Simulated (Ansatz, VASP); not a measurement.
**One calculation of BN, two programs**

File INCAR:

```
ALGO = Normal
EDIFF = 1E-6
ENCUT = 520
GGA = PE
ISIF = 2
ISMEAR = 0
IVDW = 12
LASPH = True
LCHARG = True
LELF = True
LREAL = False
LVHAR = True
LWAVE = False
NBANDS = 16
NELM = 80
PREC = Accurate
SIGMA = 0.05
```

KPOINTS

```
k-points
0
Gamma
  12 12 4
```

The input POSCAR:

```
BN
1.0
    2.5099983704      0.0000000000      0.0000000000
   -1.2549991852      2.1737223522      0.0000000000
    0.0000000000      0.0000000000      6.6900000000
B N
2 2
Direct
    0.0000000000      0.0000000000      0.5000000000
    0.3333333333      0.6666666667      0.0000000000
    0.0666547288      0.0487946481      0.0000000000
    0.7333213955      0.3821279814      0.5000000000
```

Input for Ansatz:

```yaml
crystal:
  lattice:
    - [2.5099983704, 0.0, 0.0]
    - [-1.2549991852, 2.1737223522, 0.0]
    - [0.0, 0.0, 6.69]
  atoms:
    - { symbol: B, position: [0.0, 0.0, 0.5] }
    - { symbol: B, position: [0.3333333333, 0.6666666667, 0.0] }
    - { symbol: "N", position: [0.0666547288, 0.0487946481, 0.0] }
    - { symbol: "N", position: [0.7333213955, 0.3821279814, 0.5] }
basis:
  ecutwfc: 420
kpoints:
  mp_grid: { grid: [12, 12, 4] }
hamiltonian:
  xc: pbe
  dispersion: d3bj
scf:
  occupations: { method: gaussian, width: 0.05 }
output:
  forces: true
  stress: true
  eigenvalues: true
```

Change from the starting cell: all N atoms moved +0.150 Å, as atom 3 along Cartesian [1 1 0].

Alike in both runs: task single point; functional PBE; dispersion D3(BJ); k mesh 12 × 12 × 4; occupations gaussian, width 0.05 eV; no spin polarisation.

|  | VASP | Ansatz |
| --- | --- | --- |
| version | VASP 6.6.1 | Ansatz 0.2.0 |
| potentials or method | VASP PAW PBE potentials, release 64 (B, N), cutoff 520 eV | scalar-relativistic, plane waves, PAW |
| valence electrons in the cell | 16 | 16 |

|  | VASP | Ansatz | Ansatz less VASP |
| --- | --- | --- | --- |
| gap on the k mesh at the Fermi level (eV) | 3.30 | 3.31 | +0.005 |
| least direct gap on the mesh (eV) | 4.12 | 4.12 | +0.005 |
| pressure (GPa) | 6.2 | 6.3 | +0.06 |
| traceless stress, the component that is largest in VASP (GPa) | 15.68 | 15.63 | -0.043 |
| rms of the force components (eV/Å) | 3.021 | 3.029 | +0.0080 |

Atom by atom the forces differ by 0.008 eV/Å (rms over components).
